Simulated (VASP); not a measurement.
HfB2: single point with PBE

HfB2:

```
CELL_PARAMETERS angstrom
3.17109 0.00000 0.00000
-1.58555 2.74625 0.00000
0.00000 0.00000 3.51446
ATOMIC_POSITIONS crystal
Hf 0.00000 0.00000 0.00000
B 0.66667 0.33333 0.50000
B 0.33333 0.66667 0.50000
```

| Property | Result |
| --- | --- |
| Program | VASP 6.6.1 |
| Task | single point |
| Functional | PBE |
| Potentials or basis | VASP PAW PBE potentials, release 64 (Hf_pv, B) |
| Cutoff | 520 eV |
| k mesh | 15 × 15 × 12 |
| Occupations | gaussian, width 0.02 eV |
| Spin | no spin polarisation |
| Dipole correction | no |
| Further INCAR settings | ALGO = Normal; EDIFF = 1e-06; NBANDS = 15 |

```
Pressure               : -6.2 GPa
Band gap on the k mesh : zero (band 8 reaches 8.21 eV, above the bottom of band 9 at 7.21 eV)
```

Stress tensor (GPa, compression positive):
```
-6.59  0.00  0.00
 0.00 -6.59  0.00
 0.00  0.00 -5.46
```

Levels at points of the mesh, in eV from the Fermi level:
| k point | band 5 | band 6 | band 7 | band 8 | band 9 | band 10 | band 11 | band 12 |
| --- | --- | --- | --- | --- | --- | --- | --- | --- |
| (0.00, 0.00, 0.00) | -2.98 | -2.89 | -2.89 | -2.84 | 3.83 | 3.83 | 4.45 | 4.45 |
| (0.00, 0.00, 0.50) | -8.30 | -1.24 | -1.24 | 0.26 | 0.26 | 0.93 | 0.93 | 2.10 |

Wall time 30 s on 1 thread of Intel(R) Xeon(R) Platinum 8488C (Sapphire Rapids), with other jobs on the host, peak memory 0.21 GiB.

Caveat: spin-orbit coupling is left out, which moves the levels of the heavy elements.
